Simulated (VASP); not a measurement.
# Mg16Zn9S9 (an interface model) in VASP: further runs

The runs below take Mg16Zn9S9 (an interface model) through single point, with PBE.

Everything below comes from runs of VASP 6.6.1. Logs are shortened: lines on timing, memory, paths and dates and some standing lists are left out, and cuts for length are marked.

## (1) The cell of the first run

The cell holds layers of an interface, 34 atoms: a = 6.665 Å, b = 6.665 Å, c = 19.429 Å, α = 90.00°, β = 90.00°, γ = 120.00°.

## (2) Single point, PBE

INCAR reads:

```
PREC = Accurate
ENCUT = 520
EDIFF = 1E-7
ISMEAR = 0
SIGMA = 0.1
LREAL = Auto
LASPH = T
NELM = 80
ALGO = Normal
ISIF = 2
LWAVE = F
LCHARG = T
GGA = PE
LELF = T
LVHAR = T
NBANDS = 120
LUSENCCL = F
```

KPOINTS reads:

```
regular mesh
0
Gamma
  6 6 2
```

POSCAR reads:

```
Mg16Zn9S9
1.0
    6.6654395561      0.0000000000      0.0000000000
   -3.3327197780      5.7724399830      0.0000000000
    0.0000000000      0.0000000000     19.4292785887
S Zn Mg
9 9 16
Direct
    0.3333333333      0.6666666667      0.0226646031
    0.0000000000      1.0000000000      0.0119296448
    0.6666666667      0.3333333333      0.0114652146
    0.3343358809      1.0032132044      0.1823155347
   -0.0032132044      1.3311226765      0.1823155347
    0.6688773235      0.6656641191      0.1823155347
    0.3310341663      1.3340666810      0.3444743883
    0.0030325147      1.6689658337      0.3444743883
    0.6659333190      0.9969674853      0.3444743883
    0.3333035761      1.0012560554      0.0631024861
   -0.0012560554      0.3320475208      0.0631024861
    0.6679524792      0.6666964239      0.0631024861
    0.3316446077      1.3347452853      0.2245795994
    0.0031006776      0.6683553923      0.2245795994
    0.6652547147      0.9968993224      0.2245795994
    0.3333333333      1.6666666667      0.3944848196
    0.0000000000      1.0000000000      0.3938079514
    0.6666666667      1.3333333333      0.3874767350
    0.6666666667      1.3333333333      0.5260695473
    0.6714819532      1.8388179923      0.5087020046
    1.1673360391      1.3285180468      0.5087020046
    1.1611820077      1.8326639609      0.5087020046
    0.8366461492      1.6719661426      0.6448297167
    0.8353199935      1.1633538508      0.6448297167
    1.3333333333      1.6666666667      0.6435840781
    1.3280338574      1.1646800065      0.6448297167
    0.6666666667      1.3333333333      0.7701873674
    0.6693270093      1.8336304324      0.7725250263
    1.1643034230      1.3306729907      0.7725250263
    1.1663695676      1.8356965770      0.7725250263
    0.8365250192      1.6680316832      0.8987693368
    0.8315066640      1.1634749808      0.8987693368
    1.3333333333      1.6666666667      0.8942446591
    1.3319683168      1.1684933360      0.8987693368
```

Potentials or basis: VASP PAW PBE potentials, release 64 (S, Zn, Mg).

On the command line:

```console
cat potpaw_PBE.64/S/POTCAR potpaw_PBE.64/Zn/POTCAR potpaw_PBE.64/Mg/POTCAR > POTCAR
mpirun -np 1 vasp_std > vasp.out
```

OUTCAR:

```text
PREC = Accurate
   ENCUT = 520
   EDIFF = 1E-7
   ISMEAR = 0
   LREAL = Auto
   LASPH = T
   NELM = 80
   ISIF = 2
   GGA = PE

 ion  position               nearest neighbor table
   1  0.333  0.667  0.023-  10 2.36  12 2.36  11 2.36  33 2.50
   2  0.000  0.000  0.012-  10 2.43  12 2.43  11 2.43  32 2.92  31 2.92  34 2.92
   3  0.667  0.333  0.011-  11 2.43  10 2.43  12 2.43  32 2.92  31 2.92  34 2.92
   4  0.334  0.003  0.182-  10 2.32  13 2.37  14 2.37  15 2.37
   5  0.997  0.331  0.182-  11 2.32  15 2.37  13 2.37  14 2.37
   6  0.669  0.666  0.182-  12 2.32  14 2.37  15 2.37  13 2.37
   7  0.331  0.334  0.344-  13 2.33  18 2.39  16 2.41  17 2.42
   8  0.003  0.669  0.344-  14 2.33  18 2.39  16 2.41  17 2.42
   9  0.666  0.997  0.344-  15 2.33  18 2.39  16 2.41  17 2.42
  10  0.333  0.001  0.063-   4 2.32   1 2.36   2 2.43   3 2.43
  11  0.999  0.332  0.063-   5 2.32   1 2.36   2 2.43   3 2.43
  12  0.668  0.667  0.063-   6 2.32   1 2.36   2 2.43   3 2.43
  13  0.332  0.335  0.225-   7 2.33   4 2.37   5 2.37   6 2.37
  14  0.003  0.668  0.225-   8 2.33   6 2.37   4 2.37   5 2.37
  15  0.665  0.997  0.225-   9 2.33   5 2.37   6 2.37   4 2.37
  16  0.333  0.667  0.394-   8 2.41   9 2.41   7 2.41  22 2.96  20 2.96  21 2.96
  17  0.000  0.000  0.394-   8 2.42   9 2.42   7 2.42  22 2.93  20 2.93  21 2.93
[... 19 lines left out ...]
  28  0.669  0.834  0.773-  33 3.06  32 3.11  31 3.12  23 3.12  24 3.13  25 3.17  30 3.31  29 3.31
                            27 3.33  27 3.34  30 3.36  29 3.36
  29  0.164  0.331  0.773-  33 3.06  34 3.11  32 3.12  24 3.12  26 3.13  25 3.17  30 3.31  28 3.31
                            27 3.33  27 3.34  30 3.36  28 3.36
  30  0.166  0.836  0.773-  33 3.06  31 3.11  34 3.12  26 3.12  23 3.13  25 3.17  29 3.31  28 3.31
                            27 3.33  27 3.34  29 3.36  28 3.36
  31  0.837  0.668  0.899-   2 2.92   3 2.92  30 3.11  28 3.12  27 3.16  33 3.32  32 3.32  34 3.32
                            32 3.35  34 3.35  33 3.35
  32  0.832  0.163  0.899-   2 2.92   3 2.92  28 3.11  29 3.12  27 3.16  33 3.32  31 3.32  34 3.32
                            34 3.35  31 3.35  33 3.35
  33  0.333  0.667  0.894-   1 2.50  30 3.06  29 3.06  28 3.06  31 3.32  32 3.32  34 3.32  34 3.35
                            32 3.35  31 3.35
  34  0.332  0.168  0.899-   2 2.92   3 2.92  29 3.11  30 3.12  27 3.16  33 3.32  32 3.32  31 3.32
                            32 3.35  31 3.35  33 3.35

  LATTYP: Found a hexagonal cell.
 ALAT       =     6.6654395561
 C/A-ratio  =     2.9149283292

  Lattice vectors:

 A1 = (   6.6654395561,   0.0000000000,   0.0000000000)
 A2 = (  -3.3327197780,   5.7724399830,   0.0000000000)
 A3 = (   0.0000000000,   0.0000000000,  19.4292785887)

Analysis of symmetry for initial positions (statically):
=====================================================================
 Subroutine PRICEL returns:
 Original cell was already a primitive cell.

 Routine SETGRP: Setting up the symmetry group for a
 hexagonal supercell.

[... 187 lines left out ...]
   EFERMI =   0.00;   METHOD = LEGACY
   ISMEAR =     0;   SIGMA  =   0.10  broadening in eV -4-tet -1-fermi 0-gaus
   EFERMI_NEDOS =   21; number of points for ismear=-14 and -15
   IALGO  =     38    algorithm
   IMIX   =      4    mixing-type and parameters
     AMIX     =   0.40;   BMIX     =  1.00
     AMIX_MAG =   1.60;   BMIX_MAG =  1.00
  volume/ion in A,a.u.               =      21.99       148.38
  Fermi-wavevector in a.u.,A,eV,Ry     =   1.044224  1.973298 14.835851  1.090404
  Thomas-Fermi vector in A             =   2.178968
   LORBIT       =      0    0 simple, 1 ext, 2 COOP (PROOUT), +10 PAW based schemes
   GGA     = PE    functional components
   LHFCALC =     F    Hartree Fock is set to
   AEXX    =    0.0000 exact exchange contribution
   IVDW    =     0    specifies the selected vdW correction
   LEPSILON=     F    determine dielectric tensor
   LRPA    =     F    only Hartree local field effects (RPA)
 non-spin polarized calculation
 Gauss-broadening in eV      SIGMA  =   0.10
  energy-cutoff  :      520.00
  volume of cell :      747.56
 maximum number of plane-waves:     20208
 NGX is ok and might be reduce to    50
   NGX = 25   NGY = 25   NGZ = 73

 number of electron     194.0000000 magnetization

 Free energy of the ion-electron system (eV)
  ---------------------------------------------------
  ext. energy  EPLUGINS =         0.00000000
  ---------------------------------------------------
  free energy    TOTEN  =       -83.46977156 eV

  energy without entropy =      -83.44652432  energy(sigma->0) =      -83.45814794

 E-fermi :   3.0520     XC(G=0):  -8.9420

 val. band max:        3.0464319377   @ k =   0.3333   0.3333   0.5000
 cond. band min:       3.0658237221   @ k =   0.3333   0.3333   0.0000
 fundamental gap:      0.0193917844
 Fermi energy:         3.0519536130

 k-point     1 :       0.0000    0.0000    0.0000
  band No.  band energies     occupation
      1     -11.5859      2.00000
      2     -11.2209      2.00000
      3     -10.8186      2.00000
      4     -10.6393      2.00000
      5     -10.6343      2.00000
      6     -10.6343      2.00000
[... 1781 lines left out ...]
    108       5.0564      0.00000
    109       5.3832      0.00000
 [bands above 109 left out]

------------------------ aborting loop because EDIFF is reached ----------------------------------------

  FORCE on cell =-STRESS in cart. coord.  units (eV):
  Direction    XX          YY          ZZ          XY          YZ          ZX
  --------------------------------------------------------------------------------------
  -------------------------------------------------------------------------------------
  Total       -7.4711836     -7.4711836     -0.0246160      0.0000001      0.0000000      0.0000000
  in kB      -16.0123507    -16.0123507     -0.0527573      0.0000002      0.0000000      0.0000000
  external PRESSURE =     -10.6924862 kB  Pullay stress =       0.0000000 kB

 VOLUME and BASIS-vectors are now :
 -----------------------------------------------------------------------------
  energy-cutoff  :      520.00
  volume of cell :      747.56
      direct lattice vectors                 reciprocal lattice vectors
     6.665439556  0.000000000  0.000000000     0.150027615  0.086618484 -0.000000000
    -3.332719778  5.772439983  0.000000000     0.000000000  0.173236968  0.000000000
     0.000000000  0.000000000 19.429278589     0.000000000 -0.000000000  0.051468715

 POSITION                                       TOTAL-FORCE (eV/Angst)
 -----------------------------------------------------------------------------------
     -0.00000      3.84829      0.44036         0.000000     -0.000000     -0.014733
      0.00000      0.00000      0.23178         0.000000     -0.000000     -0.025622
      3.33272      1.92415      0.22276         0.000000     -0.000000     -0.025918
      2.21779      0.01855      3.54226        -0.000761      0.002822     -0.002307
      5.54048      1.91139      3.54226        -0.002063     -0.002070     -0.002307
      2.23989      3.84251      3.54226         0.002825     -0.000752     -0.002307
[... 26 lines left out ...]
     -0.00000      3.84829     17.37453         0.000000     -0.000000     -0.000686
      1.65117      0.97262     17.46244         0.002693      0.001013     -0.002613
 -----------------------------------------------------------------------------------
    total drift:                               -0.000040     -0.000057     -0.001568

  FREE ENERGIE OF THE ION-ELECTRON SYSTEM (eV)
  ---------------------------------------------------
  free  energy   TOTEN  =       -83.4697715552 eV

  energy  without entropy=      -83.4465243216  energy(sigma->0) =      -83.45814794
```

OSZICAR:

```text
N       E                     dE             d eps       ncg     rms          rms(c)
DAV:   1     0.128057664716E+04    0.12806E+04   -0.78027E+04  3840   0.156E+03
DAV:   2     0.125209652856E+03   -0.11554E+04   -0.10970E+04  3896   0.352E+02
DAV:   3    -0.710145552185E+02   -0.19622E+03   -0.18696E+03  4376   0.135E+02
DAV:   4    -0.873325310794E+02   -0.16318E+02   -0.16183E+02  4416   0.359E+01
[... 12 lines left out ...]
DAV:  17    -0.834697715117E+02   -0.33482E-05   -0.27326E-05  4824   0.660E-02    0.911E-03
DAV:  18    -0.834697716186E+02   -0.10697E-06   -0.77474E-06  4336   0.177E-02    0.808E-03
DAV:  19    -0.834697713733E+02    0.24533E-06   -0.14319E-06  4968   0.619E-03    0.503E-03
DAV:  20    -0.834697715411E+02   -0.16774E-06   -0.99896E-07  5048   0.720E-03    0.230E-03
DAV:  21    -0.834697715552E+02   -0.14126E-07   -0.33996E-07  3320   0.521E-03
   1 F= -.83469772E+02 E0= -.83458148E+02  d E =-.232472E-01
```

Wall time 3.2 min (1 × NVIDIA H100 80GB with 1 thread of AMD EPYC 7R13 (Zen 3), shared host); peak memory 2.2 GiB.

What came out:

```yaml
Free_energy: -83.4698 eV
Pressure: -1.1 GPa
Largest_force: 0.026 eV/Å
Band_gap_on_the_k_mesh: zero (bands 97 and 98 overlap by 1.10 eV)
```

Forces on the atoms (eV/Å):
```
S    0.000  0.000 -0.015
S    0.000  0.000 -0.026
S    0.000  0.000 -0.026
S   -0.001  0.003 -0.002
S   -0.002 -0.002 -0.002
S    0.003 -0.001 -0.002
S    0.001 -0.002 -0.010
S   -0.002  0.000 -0.010
S    0.001  0.002 -0.010
Zn   0.001  0.000 -0.004
Zn   0.000  0.001 -0.004
Zn  -0.001  0.000 -0.004
Zn  -0.001  0.001  0.006
Zn   0.001  0.001  0.006
Zn   0.000 -0.002  0.006
Zn   0.000  0.000  0.024
Zn   0.000  0.000  0.022
Zn   0.000  0.000  0.012
Mg   0.000  0.000  0.006
Mg  -0.003  0.000  0.010
Mg   0.002  0.002  0.010
Mg   0.001 -0.003  0.010
Mg  -0.002 -0.001  0.003
Mg   0.000  0.002  0.003
Mg   0.000  0.000 -0.008
Mg   0.001 -0.001  0.003
Mg   0.000  0.000  0.004
Mg   0.002  0.002  0.002
Mg   0.001 -0.003  0.002
Mg  -0.003  0.001  0.002
Mg   0.000 -0.003 -0.003
Mg  -0.002  0.002 -0.003
Mg   0.000  0.000 -0.001
Mg   0.003  0.001 -0.003
```

Levels at points of the mesh, in eV from the Fermi level:
```csv
k point,band 94,band 95,band 96,band 97,band 98,band 99,band 100,band 101
"(0.00, 0.00, 0.00)",-1.23,-1.16,-1.16,-1.10,-0.53,-0.37,-0.11,0.11
"(0.50, 0.00, 0.00)",-0.88,-0.82,0.20,0.57,0.74,0.84,1.05,1.13
"(0.00, 0.00, 0.50)",-1.26,-1.19,-1.19,-1.18,-0.33,-0.08,0.08,0.17
"(0.50, 0.00, 0.50)",-0.91,-0.85,0.28,0.56,0.73,0.82,1.01,1.11
```

[end of part 1 of 2]
